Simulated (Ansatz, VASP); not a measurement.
# KI in VASP and in Ansatz

Contents of INCAR:

```
PREC     = Accurate       # precision mode
ENCUT    = 520            # plane-wave cutoff, eV
EDIFF    = 1E-7           # SCF threshold, eV
ISMEAR   = -1             # smearing method
SIGMA    = 0.05           # smearing width, eV
LREAL    = False          # projectors in reciprocal space
LASPH    = True           # aspherical terms in the spheres
NELM     = 100            # most SCF steps
ALGO     = Normal         # electronic algorithm
ISIF     = 2              # what is computed and relaxed
LWAVE    = False          # write WAVECAR
LCHARG   = False          # write CHGCAR
GGA      = PS             # functional
NBANDS   = 15             # bands
```

The input KPOINTS:

```
Automatic mesh
0
Gamma
  6 6 6
```

Contents of POSCAR:

```
KI
1.0
    0.0000000000      3.5327750000      3.5327750000
    3.5327750000      0.0000000000      3.5327750000
    3.5327750000      3.5327750000      0.0000000000
I K
1 1
Direct
    0.5000000000      0.5000000000      0.5000000000
    0.0000000000      0.0000000000      0.0000000000
```

Contents of input.yaml:

```yaml
crystal:
  lattice:
    - [0.0, 3.532775, 3.532775]
    - [3.532775, 0.0, 3.532775]
    - [3.532775, 3.532775, 0.0]
  atoms:
    - { symbol: I, position: [0.5, 0.5, 0.5] }
    - { symbol: K, position: [0.0, 0.0, 0.0] }
hamiltonian:
  xc: pbesol
  pseudopotentials: { kind: paw }
kpoints:
  mp_grid: { grid: [6, 6, 6] }
  band_path:
    path:
      - [[0.0, 0.0, 0.0], [0.5, 0.0, 0.5], [0.5, 0.25, 0.75], [0.375, 0.375, 0.75], [0.0, 0.0, 0.0], [0.5, 0.5, 0.5], [0.625, 0.25, 0.625], [0.5, 0.25, 0.75], [0.5, 0.5, 0.5], [0.375, 0.375, 0.75]]
      - [[0.625, 0.25, 0.625], [0.5, 0.0, 0.5]]
    npoints: 14
scf:
  occupations: { method: fermi_dirac, width: 0.05 }
  n_extra_bands: 6
output:
  forces: true
  stress: true
  eigenvalues: true
  fatbands: false
  write_density: true
  write_potential: true
  elf: true
  volumetric_format: npy
```

Alike in both runs: functional PBEsol; k mesh 6 × 6 × 6; occupations fermi-dirac, width 0.05 eV; no spin polarisation.

|  | VASP | Ansatz |
| --- | --- | --- |
| version | VASP 6.6.1 | Ansatz 0.2.0 |
| potentials or method | VASP PAW PBE potentials, release 64 (I, K_sv) | Ansatz PAW |
| plane-wave cutoff (eV) | 520 | 420 |
| valence electrons in the cell | 16 | 26 |
| task | single point | band structure |

```tsv
	VASP	Ansatz	Ansatz less VASP
gap on the k mesh at the Fermi level (eV)	3.81	3.82	+0.004
least direct gap on the mesh (eV)	3.81	3.82	+0.004
pressure (GPa)	-0.3	-0.3	-0.03
```

VASP's potentials were made for PBE, not for PBEsol. VASP's potentials hold 16 valence electrons a cell and Ansatz's 26, so a difference there can come from the potentials and not from the codes.

Spin-orbit coupling is off throughout.
